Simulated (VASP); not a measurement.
SrO, 2 atoms in the cell. Symmetry: R3m, No. 160, trigonal system. The conventional cell has a = 4.105 Å, b = 4.105 Å, c = 9.288 Å, α = 90.00°, β = 90.00°, γ = 120.00°. Sr (site symmetry 3m) has 4 O at 2.41 to 2.47 Å within 3.2 Å. Within 3.2 Å of O (site symmetry 3m) lie 4 Sr at 2.41 to 2.47 Å.  This cell differs from its parent crystal: epitaxial 111 strain +4.0%.

| Item | Value |
| --- | --- |
| Program | VASP 6.6.1 |
| Task | single point |
| Functional | PBE |
| Potentials or basis | VASP PAW PBE potentials, release 64 (Sr_sv, O) |
| Cutoff | 520 eV |
| k mesh | 8 × 8 × 8 |
| Occupations | fermi-dirac, width 0.02 eV |
| Spin | no spin polarisation |
| Dipole correction | no |
| Further INCAR settings | ALGO = Normal; EDIFF = 1e-06; NBANDS = 15 |

Potentials or basis: VASP PAW PBE potentials, release 64 (Sr_sv, O).

The run is started by

```bash
$ cat potpaw_PBE.64/Sr_sv/POTCAR potpaw_PBE.64/O/POTCAR > POTCAR
$ mpirun -np 1 vasp_std > vasp.out
```

Hardware: 1 thread of Intel(R) Xeon(R) Platinum 8259CL CPU @ 2.50GHz (Skylake/Cascade Lake) (shared host).

Q: How long does it take, and how much memory?

A: Wall time 35 s on 1 thread of Intel(R) Xeon(R) Platinum 8259CL CPU @ 2.50GHz (Skylake/Cascade Lake), with other jobs on the host, peak memory 0.19 GiB. Counts: scf iterations 13, k points 65.
